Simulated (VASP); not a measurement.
A run of VASP 6.6.1 is set up as follows.

Contents of INCAR:

```
PREC = Accurate ; ENCUT = 520
EDIFF = 1E-6 ; ISMEAR = 0
SIGMA = 0.02 ; LREAL = F
LASPH = T ; NELM = 60
ALGO = Normal ; ISIF = 2
LWAVE = F ; LCHARG = T
GGA = PE ; LELF = T
LVHAR = T ; NBANDS = 35
```

KPOINTS

```
regular mesh
0
Gamma
  6 6 6
```

POSCAR

```
Al2O3
1.0
    2.4043544224      1.3881546730      4.3744828436
   -2.4043544224      1.3881546730      4.3744828436
    0.0000000000     -2.7763093460      4.3744828436
Al O
4 6
Direct
    0.8521479319      0.8521479319      0.8521479319
    0.6478520681      0.6478520681      0.6478520681
    0.1478520681      0.1478520681      0.1478520681
    0.3521479319      0.3521479319      0.3521479319
    0.0561765923      0.4438234077      0.7500000000
    0.7500000000      0.0561765923      0.4438234077
    0.4438234077      0.7500000000      0.0561765923
    0.9438234077      0.5561765923      0.2500000000
    0.2500000000      0.9438234077      0.5561765923
    0.5561765923      0.2500000000      0.9438234077
```

Potentials or basis: VASP PAW PBE potentials, release 64 (Al, O).

Command:

```bash
$ cat potpaw_PBE.64/Al/POTCAR potpaw_PBE.64/O/POTCAR > POTCAR
$ mpirun -np 1 vasp_std > vasp.out
```

(1) Estimate the pressure.

(2) Estimate the band gap on the k mesh.

Answers

(1) -0.1 GPa.

(2) 5.85 eV.

**What was measured.**

From “Multi-petahertz electron interference in Cr:Al2O3 solid-state material”, 2018, pmc:5906618, for a bulk crystal of Al2O3: band gap 8.7 eV (optical).

A measured gap of Al2O3 is 8.7 eV (optical; quoted in “Multi-petahertz electron interference in Cr:Al2O3 solid-state material”, 2018, pmc:5906618); the calculated 5.85 eV misses it by -2.85 eV. The value is that of PBE, without temperature or zero-point motion. Semilocal functionals fall short of measured gaps as a rule.
